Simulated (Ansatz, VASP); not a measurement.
**One calculation of BP, two programs**

INCAR

```
  PREC = Accurate
  ENCUT = 500
  EDIFF = 1E-6
  ISMEAR = 0
  SIGMA = 0.05
  LREAL = F
  LASPH = T
  NELM = 120
  ALGO = Normal
  ISIF = 2
  LWAVE = F
  LCHARG = T
  GGA = PE
  LELF = T
  LVHAR = T
  NBANDS = 11
  GGA_COMPAT = F
```

The input KPOINTS:

```
Automatic mesh
0
Gamma
  12 12 12
```

File POSCAR:

```
BP
1.0
    0.0000000000      2.0323170526      2.0323170526
    2.0323170526      0.0000000000      2.0323170526
    2.0323170526      2.0323170526      0.0000000000
B P
1 1
Direct
    0.0000000000      0.0000000000      0.0000000000
    0.2500000000      0.2500000000      0.2500000000
```

Input for Ansatz:

```yaml
crystal:
  lattice:
    - [0.0, 2.0323170526, 2.0323170526]
    - [2.0323170526, 0.0, 2.0323170526]
    - [2.0323170526, 2.0323170526, 0.0]
  atoms:
    - { symbol: B, position: [0.0, 0.0, 0.0] }
    - { symbol: P, position: [0.25, 0.25, 0.25] }
scf:
  occupations: { method: gaussian, width: 0.05 }
output:
  forces: true
  stress: true
  eigenvalues: true
  write_density: true
  write_potential: true
  elf: true
  volumetric_format: npy
hamiltonian:
  xc: pbe
basis:
  ecutwfc: 560
kpoints:
  mp_grid: { grid: [12, 12, 12] }
```

Alike in both runs: task single point; functional PBE; k mesh 12 × 12 × 12; occupations gaussian, width 0.05 eV; no spin polarisation.

|  | VASP | Ansatz |
| --- | --- | --- |
| version | VASP 6.6.1 | Ansatz 0.2.0 |
| potentials or method | VASP PAW PBE potentials, release 64 (B, P), cutoff 500 eV | scalar-relativistic, plane waves, PAW |
| valence electrons in the cell | 8 | 8 |

Ansatz gave:

- gap on the k mesh at the Fermi level (eV): 0.61
- least direct gap on the mesh (eV): 4.23

Problem. Which values does VASP return?

Solution. gap on the k mesh at the Fermi level (eV): 0.60; least direct gap on the mesh (eV): 4.22.
